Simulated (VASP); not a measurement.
**Mo: single point with PBEsol+D3(BJ)**

Crystal: Mo.

```xyz
1
Lattice="2.7101 0.0000 0.0000 -1.3551 2.3470 0.0000 0.0000 0.0000 2.4851" Properties=species:S:1:pos:R:3 pbc="T T T"
Mo    0.0000    0.0000    1.2426
```

```json
{
 "Program": "VASP 6.6.1",
 "Task": "single point",
 "Functional": "PBEsol",
 "Dispersion": "D3(BJ)",
 "Potentials or basis": "VASP PAW PBE potentials, release 64 (Mo_sv)",
 "Cutoff": "520 eV",
 "k mesh": "14 × 14 × 13",
 "Occupations": "gaussian, width 0.1 eV",
 "Spin": "no spin polarisation"
}
```

```
Pressure                   : 0.7 GPa
Band gap on the k mesh     : zero (band 7 reaches 13.21 eV, above the bottom of band 8 at 11.12 eV)
Dispersion energy per atom : -0.697 eV
```

Stress tensor (GPa, compression positive):
```
0.53 0.00 0.00
0.00 0.53 0.00
0.00 0.00 0.99
```

Levels at points of the mesh, in eV from the Fermi level:
```csv
k point,band 5,band 6,band 7,band 8,band 9,band 10
"(0.00, 0.00, 0.00)",-6.83,-4.47,-0.89,-0.89,4.61,4.61
"(0.50, 0.00, 0.00)",-5.07,-3.24,1.20,1.41,3.92,4.71
```

Wall time 15 s on 1 thread of Intel Xeon 6975P-C (shared host), peak memory 0.15 GiB.

Caveat: the PAW data sets were made with another functional, which shifts forces and pressure a little; pairwise dispersion overbinds metals, which lowers pressure and volume.
